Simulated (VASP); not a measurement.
# Co (P6_3/mmc) in VASP: notebook, part 2 of 2

VASP 6.6.1. The steps go on from the part before.

## 4. Single point, PBEsol, collinear spin, ferromagnetic start

This run uses another cell than the first one, of 7.06 Å³/atom.

INCAR

```
  PREC = Accurate
  ENCUT = 520
  EDIFF = 1E-7
  ISMEAR = -1
  SIGMA = 0.05
  LREAL = F
  LASPH = T
  NELM = 150
  ALGO = Normal
  ISIF = 2
  LWAVE = F
  LCHARG = F
  ISPIN = 2
  MAGMOM = 1.7 1.7
  LORBIT = 11
  LMAXMIX = 4
  GGA = PS
  NBANDS = 20
```

KPOINTS

```
Automatic mesh
0
Gamma
  20 20 11
```

POSCAR

```
Co
1.0
    2.1592626726      0.0000000000      0.0000000000
   -1.0796313363      1.8699763279      0.0000000000
    0.0000000000      0.0000000000      3.4948451332
Co
2
Direct
    0.3333333333      0.6666666667      0.2500000000
    0.6666666667      0.3333333333      0.7500000000
```

Potentials or basis: VASP PAW PBE potentials, release 64 (Co).

Run with:

```sh
$ cat potpaw_PBE.64/Co/POTCAR > POTCAR
$ mpirun -np 1 vasp_std > vasp.out
```

OUTCAR:

```text
PREC = Accurate
   ENCUT = 520
   EDIFF = 1E-7
   ISMEAR = -1
   LREAL = F
   LASPH = T
   NELM = 150
   ISIF = 2
   ISPIN = 2
   LORBIT = 11
   GGA = PS

 ion  position               nearest neighbor table
   1  0.333  0.667  0.250-   2 2.15   2 2.15   2 2.15   2 2.15   2 2.15   2 2.15   2 3.04   2 3.04
                             2 3.04   2 3.04   2 3.04   2 3.04
   2  0.667  0.333  0.750-   1 2.15   1 2.15   1 2.15   1 2.15   1 2.15   1 2.15   1 3.04   1 3.04
                             1 3.04   1 3.04   1 3.04   1 3.04

  LATTYP: Found a hexagonal cell.
 ALAT       =     2.1592626726
 C/A-ratio  =     1.6185363539

  Lattice vectors:

 A1 = (   2.1592626726,   0.0000000000,   0.0000000000)
 A2 = (  -1.0796313363,   1.8699763279,   0.0000000000)
 A3 = (   0.0000000000,   0.0000000000,   3.4948451332)

Analysis of symmetry for initial positions (statically):
=====================================================================
 Subroutine PRICEL returns:
 Original cell was already a primitive cell.

 Routine SETGRP: Setting up the symmetry group for a
 hexagonal supercell.

[... 749 lines left out ...]
 k-point     1 :       0.0000    0.0000    0.0000
  band No.  band energies     occupation
      1       6.1519      1.00000
      2      10.2365      1.00000
      3      14.7097      1.00000
      4      14.7581      1.00000
      5      14.7581      1.00000
      6      15.4266      1.00000
[... 541 lines left out ...]
     19      50.4504      0.00000
     20      52.4823      0.00000

 [... further k-points ...]
[... 5 lines left out ...]
  --------------------------------------------------------------------------------------
  -------------------------------------------------------------------------------------
  Total       18.6366934     18.6366934     18.6147589      0.0000000     -0.0000000      0.0000000
  in kB     2115.9720276   2115.9720275   2113.4816234      0.0000000     -0.0000000      0.0000000
  external PRESSURE =    2115.1418928 kB  Pullay stress =       0.0000000 kB

 VOLUME and BASIS-vectors are now :
 -----------------------------------------------------------------------------
  energy-cutoff  :      520.00
  volume of cell :       14.11
      direct lattice vectors                 reciprocal lattice vectors
     2.159262673  0.000000000  0.000000000     0.463121052  0.267383064  0.000000000
    -1.079631336  1.869976328  0.000000000     0.000000000  0.534766128  0.000000000
     0.000000000  0.000000000  3.494845133     0.000000000  0.000000000  0.286135712

 POSITION                                       TOTAL-FORCE (eV/Angst)
 -----------------------------------------------------------------------------------
     -0.00000      1.24665      0.87371         0.000000     -0.000000      0.000000
      1.07963      0.62333      2.62113        -0.000000      0.000000      0.000000
 -----------------------------------------------------------------------------------
    total drift:                                0.000000     -0.000000     -0.000000

  FREE ENERGIE OF THE ION-ELECTRON SYSTEM (eV)
  ---------------------------------------------------
  free  energy   TOTEN  =       -12.4476290283 eV

  energy  without entropy=      -12.4222555960  energy(sigma->0) =      -12.43494231

 total charge

# of ion       s       p       d       tot
------------------------------------------
    1        0.728   1.043   7.762   9.533
    2        0.728   1.043   7.762   9.533
--------------------------------------------------
tot          1.455   2.087  15.524  19.066

 magnetization (x)

# of ion       s       p       d       tot
------------------------------------------
    1       -0.000  -0.000   0.000   0.000
    2       -0.000  -0.000   0.000   0.000
--------------------------------------------------
tot         -0.000  -0.000   0.001   0.001
```

OSZICAR:

```text
N       E                     dE             d eps       ncg     rms          rms(c)
DAV:   1     0.840303909043E+02    0.84030E+02   -0.76007E+03 23468   0.132E+03
DAV:   2    -0.934950147792E+01   -0.93380E+02   -0.83219E+02 21440   0.231E+02
DAV:   3    -0.140108912740E+02   -0.46614E+01   -0.45190E+01 23592   0.590E+01
DAV:   4    -0.140770166380E+02   -0.66125E-01   -0.66077E-01 25820   0.628E+00
DAV:   5    -0.140790352469E+02   -0.20186E-02   -0.20185E-02 25240   0.111E+00    0.293E+01
DAV:   6    -0.126309888119E+02    0.14480E+01   -0.23619E+00 26780   0.376E+01    0.865E+00
DAV:   7    -0.124844052525E+02    0.14658E+00   -0.14858E-01 29204   0.550E+00    0.497E+00
DAV:   8    -0.124422079668E+02    0.42197E-01   -0.70880E-03 34056   0.116E+00    0.191E+00
DAV:   9    -0.124380687568E+02    0.41392E-02   -0.15061E-03 33512   0.715E-01    0.549E-01
DAV:  10    -0.124370645275E+02    0.10042E-02   -0.16943E-04 28936   0.206E-01    0.602E-01
DAV:  11    -0.124455484474E+02   -0.84839E-02   -0.46852E-03 28696   0.167E+00    0.411E-01
DAV:  12    -0.124470184890E+02   -0.14700E-02   -0.16365E-03 33964   0.711E-01    0.208E-01
DAV:  13    -0.124473086359E+02   -0.29015E-03   -0.16431E-04 32600   0.202E-01    0.129E-01
DAV:  14    -0.124475334145E+02   -0.22478E-03   -0.10165E-04 30572   0.244E-01    0.699E-02
DAV:  15    -0.124476191997E+02   -0.85785E-04   -0.94091E-05 33556   0.193E-01    0.267E-02
DAV:  16    -0.124476237644E+02   -0.45646E-05   -0.91596E-06 26604   0.302E-02    0.210E-02
DAV:  17    -0.124476289426E+02   -0.51782E-05   -0.97857E-06 30820   0.754E-02    0.283E-03
DAV:  18    -0.124476290283E+02   -0.85689E-07   -0.82780E-07 27408   0.122E-02
   1 F= -.12447629E+02 E0= -.12434942E+02  d E =-.253734E-01  mag=     0.0010
```

Run time: 4.4 min. Hardware: 1 thread of Intel Xeon 8259CL, shared host; peak memory 0.22 GiB.

What came out:

- Free energy: -12.4476 eV
- Pressure: 211.5 GPa
- Band gap on the k mesh: zero (filled and empty bands overlap)
- Net moment: 0.00 μB per cell

Stress tensor (GPa, compression positive):
```
211.60   0.00   0.00
  0.00 211.60   0.00
  0.00   0.00 211.35
```

Caveat: the cell stands under pressure; the moments typed at the start vanished in this run; the PAW data sets were made with another functional, which shifts forces and pressure a little.
